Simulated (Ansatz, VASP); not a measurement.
**Ag in VASP and in Ansatz**

Contents of INCAR:

```
  ALGO = Fast
  EDIFF = 1E-7
  ENCUT = 520
  GGA = PS
  ISIF = 2
  ISMEAR = 0
  LASPH = T
  LCHARG = F
  LREAL = F
  LWAVE = F
  NBANDS = 18
  NELM = 80
  PREC = Accurate
  SIGMA = 0.15
```

Contents of KPOINTS:

```
k-points
0
Gamma
  18 18 10
```

File POSCAR:

```
Ag
1.0
    2.9299980804      0.0000000000      0.0000000000
   -1.4649990402      2.5374527707      0.0000000000
    0.0000000000      0.0000000000      4.7900000000
Ag
2
Direct
    0.3333333333      0.6666666667      0.2030271399
    0.6666666667      0.3333333333      0.7500000000
```

Input for Ansatz:

```yaml
crystal:
  lattice:
    - [2.9299980804, 0.0, 0.0]
    - [-1.4649990402, 2.5374527707, 0.0]
    - [0.0, 0.0, 4.79]
  atoms:
    - { symbol: Ag, position: [0.3333333333, 0.6666666667, 0.2030271399] }
    - { symbol: Ag, position: [0.6666666667, 0.3333333333, 0.75] }
basis:
  ecutwfc: 420
kpoints:
  mp_grid: { grid: [18, 18, 10] }
hamiltonian:
  xc: pbesol
scf:
  occupations: { method: gaussian, width: 0.15 }
output:
  forces: true
  stress: true
  eigenvalues: true
```

Alike in both runs: task single point; functional PBEsol; k mesh 18 × 18 × 10; occupations gaussian, width 0.15 eV; no spin polarisation.

|  | VASP | Ansatz |
| --- | --- | --- |
| version | VASP 6.6.1 | Ansatz 0.2.0 |
| potentials or method | VASP PAW PBE potentials, release 64 (Ag), cutoff 520 eV | scalar-relativistic, plane waves, PAW |
| valence electrons in the cell | 22 | 38 |

|  | VASP | Ansatz | Ansatz less VASP |
| --- | --- | --- | --- |
| gap on the k mesh at the Fermi level (eV) | none | none | - |
| pressure (GPa) | -3.7 | -3.5 | +0.16 |
| traceless stress, the component that is largest in VASP (GPa) | 1.60 | 1.62 | +0.013 |
| rms of the force components (eV/Å) | 0.608 | 0.615 | +0.0073 |

VASP's potentials were made for PBE, not for PBEsol. Atom by atom the forces differ by 0.007 eV/Å (rms over components). A gap of «none» marks a metal or a gap that the smearing closes. The functional is the same, so the differences come from potentials, cutoffs and numerics. VASP's potentials hold 22 valence electrons a cell and Ansatz's 38, so a difference there can come from the potentials and not from the codes.
